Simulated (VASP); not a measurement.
Set up this calculation in VASP 6.6.1, as the native input.

```yaml
Task: single point
Functional: r2SCAN
Potentials_or_basis: VASP PAW PBE potentials, release 64 (C)
Cutoff: 520 eV
k_mesh: 12 × 12 × 4
Occupations: gaussian, width 0.05 eV
Spin: no spin polarisation
Dipole_correction: no
Further_INCAR_settings: ALGO = Normal; EDIFF = 1e-07; NBANDS = 26
```

Crystal: C.

```
CELL_PARAMETERS angstrom
2.25799 -0.10366 0.06728
-1.21877 2.25801 -0.07762
0.22195 -0.16757 8.49969
ATOMIC_POSITIONS crystal
C 0.07083 0.19360 0.11126
C 0.92411 0.86912 0.54269
C 0.98673 0.10337 0.40276
C 0.03570 0.01103 0.91841
C 0.31343 0.51068 0.16929
C 0.64735 0.29178 0.67277
C 0.36987 0.71970 0.36093
C 0.65199 0.30073 0.82189
```

This cell differs from its parent crystal: atoms moved at random and the cell strained at random.

These files were run (other wordings do the same):

POSCAR

```
C
1.0
    2.2579921463     -0.1036605776      0.0672752465
   -1.2187687668      2.2580098434     -0.0776249385
    0.2219507818     -0.1675707468      8.4996897146
C
8
Direct
    0.0708327342      0.1935960743      0.1112604221
   -0.0758909639     -0.1308838663      0.5426863544
   -0.0132744255      0.1033723327      0.4027578575
    0.0357023669      0.0110266623      0.9184144637
    0.3134269727      0.5106797699      0.1692919579
    0.6473468146      0.2917765742      0.6727710433
    0.3698675767      0.7197005751      0.3609280133
    0.6519889244      0.3007318777      0.8218898877
```

INCAR.step1

```
PREC     = Accurate       # precision mode
ENCUT    = 520            # plane-wave cutoff, eV
ISMEAR   = 0              # smearing method
SIGMA    = 0.05           # smearing width, eV
LREAL    = F              # projectors in reciprocal space
LASPH    = T              # aspherical terms in the spheres
NELM     = 60             # most SCF steps
NBANDS   = 26             # bands
GGA      = PE             # functional
ALGO     = Normal         # electronic algorithm
EDIFF    = 1E-4           # SCF threshold, eV
LWAVE    = T              # write WAVECAR
LCHARG   = F              # write CHGCAR
```

INCAR.step2

```
PREC     = Accurate       # precision mode
ENCUT    = 520            # plane-wave cutoff, eV
EDIFF    = 1E-7           # SCF threshold, eV
ISMEAR   = 0              # smearing method
SIGMA    = 0.05           # smearing width, eV
LREAL    = F              # projectors in reciprocal space
LASPH    = T              # aspherical terms in the spheres
NELM     = 60             # most SCF steps
ALGO     = Normal         # electronic algorithm
ISIF     = 2              # what is computed and relaxed
LWAVE    = F              # write WAVECAR
LCHARG   = T              # write CHGCAR
METAGGA  = R2SCAN         # meta-GGA
LMIXTAU  = T            
LELF     = T              # ELF
LVHAR    = T            
NBANDS   = 26             # bands
ISTART   = 1
```

KPOINTS

```
regular mesh
0
Gamma
  12 12 4
```

Potentials or basis: VASP PAW PBE potentials, release 64 (C).

The run is started by

```bash
$ cat potpaw_PBE.64/C/POTCAR > POTCAR
$ cp INCAR.step1 INCAR
$ mpirun -np 1 vasp_std > vasp.out
$ cp INCAR.step2 INCAR
$ mpirun -np 1 vasp_std > vasp.out
```

It gave:

The pressure is 204.3 GPa and the largest force is 116.751 eV/Å. The band gap on the k mesh is zero (band 16 reaches 13.64 eV, above the bottom of band 17 at 10.71 eV).

Caveat: the cell differs from its parent crystal (atoms moved at random and the cell strained at random); the PAW data sets were made with another functional, which shifts forces and pressure a little.

It took 16 min on 1 thread of Intel(R) Xeon(R) Platinum 8259CL CPU @ 2.50GHz (Skylake/Cascade Lake), with other jobs on the host, peak memory 0.32 GiB.
